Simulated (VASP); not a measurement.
# ZnCu (Pm-3m) in VASP: further runs

ZnCu is run at these levels: PBE; tasks: electric field gradients.

Program: VASP 6.6.1. These are calculated values, not measurements. Logs are shortened: lines on timing, memory, paths and dates and some standing lists are left out, and cuts for length are marked.

### Step 1. The cell of the first run

It takes space group Pm-3m (No. 221, cubic). Conventional cell: a = 2.885 Å, b = 2.885 Å, c = 2.885 Å, α = 90.00°, β = 90.00°, γ = 90.00°. Within 3.3 Å of Zn (site symmetry m-3m) lie 8 Cu at 2.50 Å and 6 Zn at 2.89 Å. Cu (site symmetry m-3m) has 8 Zn at 2.50 Å and 6 Cu at 2.89 Å within 3.3 Å.

### Step 2. Electric field gradients, PBE (volume scaled by 0.9405)

Contents of INCAR:

```
PREC = Accurate
ENCUT = 520
EDIFF = 1E-8
ISMEAR = -1
SIGMA = 0.05
LREAL = F
LASPH = T
NELM = 80
ALGO = Normal
ISIF = 2
LWAVE = F
LCHARG = F
GGA = PE
LEFG = T
NBANDS = 18
```

Contents of KPOINTS:

```
regular mesh
0
Gamma
  14 14 14
```

Contents of POSCAR:

```
ZnCu
1.0
    2.8853925032      0.0000000000      0.0000000000
    0.0000000000      2.8853925032      0.0000000000
    0.0000000000      0.0000000000      2.8853925032
Zn Cu
1 1
Direct
    0.5000000000      0.5000000000      0.5000000000
    0.0000000000      0.0000000000      0.0000000000
```

Potentials or basis: VASP PAW PBE potentials, release 64 (Zn, Cu).

Started as:

```
$ cat potpaw_PBE.64/Zn/POTCAR potpaw_PBE.64/Cu/POTCAR > POTCAR
$ mpirun -np 1 vasp_std > vasp.out
```

OUTCAR:

```text
PREC = Accurate
   ENCUT = 520
   EDIFF = 1E-8
   ISMEAR = -1
   LREAL = F
   LASPH = T
   NELM = 80
   ISIF = 2
   GGA = PE

 ion  position               nearest neighbor table
   1  0.500  0.500  0.500-   2 2.50   2 2.50   2 2.50   2 2.50   2 2.50   2 2.50   2 2.50   2 2.50

   2  0.000  0.000  0.000-   1 2.50   1 2.50   1 2.50   1 2.50   1 2.50   1 2.50   1 2.50   1 2.50

  LATTYP: Found a simple cubic cell.
 ALAT       =     2.8853925032

  Lattice vectors:

 A1 = (   2.8853925032,   0.0000000000,   0.0000000000)
 A2 = (   0.0000000000,   2.8853925032,   0.0000000000)
 A3 = (   0.0000000000,   0.0000000000,   2.8853925032)

Analysis of symmetry for initial positions (statically):
=====================================================================
 Subroutine PRICEL returns:
 Original cell was already a primitive cell.

 Routine SETGRP: Setting up the symmetry group for a
 simple cubic supercell.

 Subroutine GETGRP returns: Found 48 space group operations
 (whereof 48 operations were pure point group operations)
 out of a pool of 48 trial point group operations.

The static configuration has the point symmetry O_h .

Analysis of symmetry for dynamics (positions and initial velocities):
=====================================================================
 Subroutine PRICEL returns:
 Original cell was already a primitive cell.

 Routine SETGRP: Setting up the symmetry group for a
 simple cubic supercell.

 Subroutine GETGRP returns: Found 48 space group operations
 (whereof 48 operations were pure point group operations)
 out of a pool of 48 trial point group operations.

The dynamic configuration has the point symmetry O_h .

 Subroutine INISYM returns: Found 48 space group operations
 (whereof 48 operations are pure point group operations),
 and found     1 'primitive' translations

----------------------------------------------------------------------------------------

                                     Primitive cell

  volume of cell :      24.0223

  direct lattice vectors                    reciprocal lattice vectors
     2.885392503  0.000000000  0.000000000     0.346573299  0.000000000  0.000000000
     0.000000000  2.885392503  0.000000000     0.000000000  0.346573299  0.000000000
     0.000000000  0.000000000  2.885392503     0.000000000  0.000000000  0.346573299

  length of vectors
     2.885392503  2.885392503  2.885392503     0.346573299  0.346573299  0.346573299

  position of ions in fractional coordinates (direct lattice)
     0.500000000  0.500000000  0.500000000
     0.000000000  0.000000000  0.000000000

  ion indices of the primitive-cell ions
   primitive index   ion index
                 1           1
                 2           2

----------------------------------------------------------------------------------------

 KPOINTS: regular mesh

Automatic generation of k-mesh.
 Grid dimensions read from file:
 generate k-points for:   14   14   14

 Generating k-lattice:

  Cartesian coordinates                     Fractional coordinates (reciprocal lattice)
     0.024755236  0.000000000  0.000000000     0.071428571  0.000000000  0.000000000
     0.000000000  0.024755236  0.000000000     0.000000000  0.071428571  0.000000000
     0.000000000  0.000000000  0.024755236     0.000000000  0.000000000  0.071428571

  Length of vectors
     0.024755236  0.024755236  0.024755236

  Shift w.r.t. Gamma in fractional coordinates (k-lattice)
     0.000000000  0.000000000  0.000000000

 Subroutine IBZKPT returns following result:
 ===========================================

 Found    120 irreducible k-points:

 Following reciprocal coordinates:
            Coordinates               Weight
  0.000000  0.000000  0.000000      1.000000
  0.071429  0.000000  0.000000      6.000000
  0.142857  0.000000  0.000000      6.000000
  0.214286  0.000000  0.000000      6.000000
  0.285714  0.000000  0.000000      6.000000
  0.357143  0.000000  0.000000      6.000000
[... 16 lines left out ...]
  0.285714  0.214286  0.000000     24.000000
  0.357143  0.214286  0.000000     24.000000
 [... further k-points ...]
   k-points           NKPTS =    120   k-points in BZ     NKDIM =    120   number of bands    NBANDS=     18
   number of dos      NEDOS =    301   number of ions     NIONS =      2
   total plane-waves  NPLWV =  13824
   dimension x,y,z NGX =    24 NGY =   24 NGZ =   24
   dimension x,y,z NGXF=    48 NGYF=   48 NGZF=   48
   ions per type =               1   1
   NGX,Y,Z   is equivalent  to a cutoff of  13.83, 13.83, 13.83 a.u.
   NGXF,Y,Z  is equivalent  to a cutoff of  27.66, 27.66, 27.66 a.u.
 SYSTEM =  unknown system
   PREC   = accura    normal or accurate (medium, high low for compatibility)
   ISTART =      0    job   : 0-new  1-cont  2-samecut
   ICHARG =      2    charge: 1-file 2-atom 10-const
   ISPIN  =      1    spin polarized calculation?
   LNONCOLLINEAR =      F non collinear calculations
   LSORBIT =      F    spin-orbit coupling
   LASPH  =      T    aspherical Exc in radial PAW
   ENCUT  =  520.0 eV  38.22 Ry    6.18 a.u.   5.36  5.36  5.36*2*pi/ulx,y,z
   NELM   =     80;   NELMIN=  2; NELMDL= -5     # of ELM steps
   EDIFF  = 0.1E-07   stopping-criterion for ELM
   LREAL  =      F    real-space projection
   EDIFFG = 0.1E-06   stopping-criterion for IOM
   NSW    =      0    number of steps for IOM
   IBRION =     -1    ionic relax: 0-MD 1-quasi-New 2-CG
   NFREE  =      0    steps in history (QN), initial steepest desc. (CG)
   ISIF   =      2    stress and relaxation
   ISYM   =      2    0-nonsym 1-usesym 2-fastsym
   POTIM  = 0.5000    time-step for ionic-motion
   TEBEG  =    0.0;   TEEND  =   0.0 temperature during run
   PSTRESS=    0.0 pullay stress
   NELECT =      23.0000    total number of electrons
   NUPDOWN=      -1.0000    fix difference up-down
   EMIN   =  10.00;   EMAX   =-10.00  energy-range for DOS
   EFERMI =   0.00;   METHOD = LEGACY
   ISMEAR =    -1;   SIGMA  =   0.05  broadening in eV -4-tet -1-fermi 0-gaus
   EFERMI_NEDOS =   21; number of points for ismear=-14 and -15
   IALGO  =     38    algorithm
   IMIX   =      4    mixing-type and parameters
     AMIX     =   0.40;   BMIX     =  1.00
     AMIX_MAG =   1.60;   BMIX_MAG =  1.00
  volume/ion in A,a.u.               =      12.01        81.06
  Fermi-wavevector in a.u.,A,eV,Ry     =   1.613538  3.049145 35.422836  2.603505
  Thomas-Fermi vector in A             =   2.708591
   LORBIT       =      0    0 simple, 1 ext, 2 COOP (PROOUT), +10 PAW based schemes
   GGA     = PE    functional components
   LHFCALC =     F    Hartree Fock is set to
   AEXX    =    0.0000 exact exchange contribution
   IVDW    =     0    specifies the selected vdW correction
   LEPSILON=     F    determine dielectric tensor
   LRPA    =     F    only Hartree local field effects (RPA)
 non-spin polarized calculation
  energy-cutoff  :      520.00
  volume of cell :       24.02
 maximum number of plane-waves:       672
 NGX is ok and might be reduce to    24
   NGX = 11   NGY = 11   NGZ = 11

 number of electron      22.9999980 magnetization

 Free energy of the ion-electron system (eV)
  ---------------------------------------------------
  ext. energy  EPLUGINS =         0.00000000
  ---------------------------------------------------
  free energy    TOTEN  =        -4.94507169 eV

  energy without entropy =       -4.94238071  energy(sigma->0) =       -4.94372620

 E-fermi :   6.1778     XC(G=0): -12.7491

 val. band max:        6.0376274544   @ k =   0.3571   0.2143   0.1429
 cond. band min:       6.1898557330   @ k =   0.4286   0.3571   0.2143
 fundamental gap:      0.1522282785
 Fermi energy:         6.1777670187

 k-point     1 :       0.0000    0.0000    0.0000
  band No.  band energies     occupation
      1      -4.6784      2.00000
      2      -1.9241      2.00000
      3      -1.9241      2.00000
      4      -1.1208      2.00000
      5      -1.1208      2.00000
      6      -1.1208      2.00000
[... 10 lines left out ...]
     17      19.4433      0.00000
     18      30.1990      0.00000
[... 463 lines left out ...]
 k-point    24 :       0.3571    0.2143    0.0000
  band No.  band energies     occupation
      1      -2.1543      2.00000
      2      -1.7000      2.00000
      3      -1.4187      2.00000
      4      -1.3112      2.00000
      5      -1.1772      2.00000
      6      -0.7175      2.00000
[... 10 lines left out ...]
     17      22.6851      0.00000
     18      23.5025      0.00000

 [... further k-points ...]

------------------------ aborting loop because EDIFF is reached ----------------------------------------

  FORCE on cell =-STRESS in cart. coord.  units (eV):
  Direction    XX          YY          ZZ          XY          YZ          ZX
  --------------------------------------------------------------------------------------
  -------------------------------------------------------------------------------------
  Total        1.7853674      1.7853674      1.7853674      0.0000000     -0.0000000      0.0000000
  in kB      119.0757929    119.0757929    119.0757929      0.0000000     -0.0000000      0.0000000
  external PRESSURE =     119.0757929 kB  Pullay stress =       0.0000000 kB

 VOLUME and BASIS-vectors are now :
 -----------------------------------------------------------------------------
  energy-cutoff  :      520.00
  volume of cell :       24.02
      direct lattice vectors                 reciprocal lattice vectors
     2.885392503  0.000000000  0.000000000     0.346573299  0.000000000  0.000000000
     0.000000000  2.885392503  0.000000000     0.000000000  0.346573299  0.000000000
     0.000000000  0.000000000  2.885392503     0.000000000  0.000000000  0.346573299

 POSITION                                       TOTAL-FORCE (eV/Angst)
 -----------------------------------------------------------------------------------
      1.44270      1.44270      1.44270         0.000000      0.000000      0.000000
      0.00000      0.00000      0.00000         0.000000      0.000000      0.000000
 -----------------------------------------------------------------------------------
    total drift:                                0.000000      0.000000     -0.000000

  FREE ENERGIE OF THE ION-ELECTRON SYSTEM (eV)
  ---------------------------------------------------
  free  energy   TOTEN  =        -4.9450716890 eV

  energy  without entropy=       -4.9423807079  energy(sigma->0) =       -4.94372620

 Electric field gradients (V/A^2)
---------------------------------------------------------------------
 ion       V_xx      V_yy      V_zz      V_xy      V_xz      V_yz
---------------------------------------------------------------------
   1       0.000     0.000     0.000    -0.000    -0.000    -0.000
   2       0.000     0.000     0.000    -0.000    -0.000     0.000
---------------------------------------------------------------------

 Electric field gradients after diagonalization (V/A^2)
 (convention: |V_zz| > |V_xx| > |V_yy|)
----------------------------------------------------------------------
 ion       V_xx      V_yy      V_zz     asymmetry (V_yy - V_xx)/ V_zz
----------------------------------------------------------------------
   1       0.000     0.000     0.000      -0.513
   2       0.000     0.000     0.000      -0.463
----------------------------------------------------------------------

           NMR quadrupolar parameters

 Cq : quadrupolar parameter    Cq=e*Q*V_zz/h
 eta: asymmetry parameters     (V_yy - V_xx)/ V_zz
 Q  : nuclear electric quadrupole moment in mb (millibarn)
----------------------------------------------------------------------
 ion       Cq(MHz)       eta       Q (mb)
----------------------------------------------------------------------
   1       0.000      -0.513       1.000
   2       0.000      -0.463       1.000
----------------------------------------------------------------------
```

It took 21 s on 1 thread of Intel Xeon Platinum 8559C (Emerald Rapids), shared host; peak memory 0.18 GiB.

Results:

- Free energy: -4.9451 eV
- Pressure: 11.9 GPa

Caveat: without QUAD_EFG the Cq values of the log hold for a quadrupole moment of 1 mb, not for the nuclei.

(Part 1 of 2 ends here.)
